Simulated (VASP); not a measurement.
The system is In3Sb.

```xyz
4
Lattice="0.0000 3.8400 3.8400 3.8400 0.0000 3.8400 3.8400 3.8400 0.0000" Properties=species:S:1:pos:R:3 pbc="T T T"
Sb    0.0000    0.0000    0.0000
In    3.8400    3.8400    3.8400
In    1.9200    1.9200    1.9200
In    5.7600    5.7600    5.7600
```

```yaml
Program: VASP 6.6.1
Task: relaxation of cell and atoms
Functional: PBEsol
Potentials_or_basis: VASP PAW PBE potentials, release 64 (Sb, In_d)
Cutoff: 500 eV
k_mesh: 5 × 5 × 5
Occupations: fermi-dirac, width 0.01 eV
Spin: no spin polarisation
```

At the start: pressure -3.6 GPa; volume 28.31 Å³/atom.

Problem. How do energy, volume and symmetry change on relaxing?

Solution. Over 3 steps the energy falls by 28.7 meV/atom and the volume is 25.91 Å³/atom (-8.5 %); space group Fm-3m (No. 225, to 0.1 Å) before and after.

Step by step:
| step | energy change (eV) | largest force (eV/Å) | pressure (GPa) | volume (Å³) |
| --- | --- | --- | --- | --- |
| 1 | 0.0000 | 0.0000 | -3.59 | 113.25 |
| 2 | -0.1147 | 0.0000 | 0.22 | 103.18 |
| 3 | -0.1149 | 0.0000 | -0.03 | 103.63 |

Final structure:
```yaml
crystal:
  lattice:
    - [0.00000, 3.72810, 3.72810]
    - [3.72810, 0.00000, 3.72810]
    - [3.72810, 3.72810, 0.00000]
  atoms:
    - { symbol: Sb, position: [0.00000, 0.00000, 0.00000] }
    - { symbol: In, position: [0.50000, 0.50000, 0.50000] }
    - { symbol: In, position: [0.25000, 0.25000, 0.25000] }
    - { symbol: In, position: [0.75000, 0.75000, 0.75000] }
```

Caveat: the PAW data sets were made with another functional, which shifts forces and pressure a little.
